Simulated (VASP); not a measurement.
# TiCo: single point with PBE

Crystal: TiCo.

```
Ti Co
1.0
     2.94575    0.00000    0.00000
     0.00000    2.94575    0.00000
     0.00000    0.00000    2.94575
Ti Co
1 1
Direct
  0.00000 0.00000 0.00000
  0.50000 0.50000 0.50000
```

| Property | Result |
| --- | --- |
| Program | VASP 6.6.1 |
| Task | single point |
| Functional | PBE |
| Potentials or basis | VASP PAW PBE potentials, release 64 (Ti_sv, Co) |
| Cutoff | 520 eV |
| k mesh | 16 × 16 × 16 |
| Occupations | gaussian, width 0.05 eV |
| Spin | collinear spin, ferromagnetic start |
| Starting moments | [0.0, 1.08] μB |

```
Pressure                                              : 6.9 GPa
Net moment                                            : 0.87 μB per cell
Site moments                                          : Ti -0.01; Co +0.91 μB
Valence electrons inside the program's atomic spheres : Ti 10.35; Co 8.36
```

Levels at points of the mesh, in eV from the Fermi level:
Spin up:
```
           k point  band 8  band 9  band 10  band 11  band 12  band 13  band 14  band 15
(0.00, 0.00, 0.00)   -1.94   -1.94    -1.94     0.51     0.51     2.80     2.80     2.80
(0.50, 0.00, 0.00)   -2.05   -2.05    -1.56    -0.78    -0.54     0.67     0.67     2.33
(0.50, 0.50, 0.00)   -2.85   -1.51    -0.76     0.70     0.70     1.16     2.57     2.57
(0.50, 0.50, 0.50)   -2.21   -2.21    -2.21    -1.48    -1.48     3.35     3.35     7.26
```
Spin down:
| k point | band 8 | band 9 | band 10 | band 11 | band 12 | band 13 |
| --- | --- | --- | --- | --- | --- | --- |
| (0.00, 0.00, 0.00) | -1.40 | -1.40 | -1.40 | 1.07 | 1.07 | 2.92 |
| (0.50, 0.00, 0.00) | -1.48 | -1.48 | -0.95 | -0.87 | 0.62 | 0.70 |
| (0.50, 0.50, 0.00) | -2.42 | -0.03 | 0.30 | 0.68 | 0.68 | 1.33 |
| (0.50, 0.50, 0.50) | -2.19 | -2.19 | -2.19 | 0.00 | 0.00 | 3.31 |

It took 94 s on 1 thread of Intel(R) Xeon(R) 6975P-C (Granite Rapids) (shared host), peak memory 0.26 GiB.

Caveat: the cell stands under pressure.
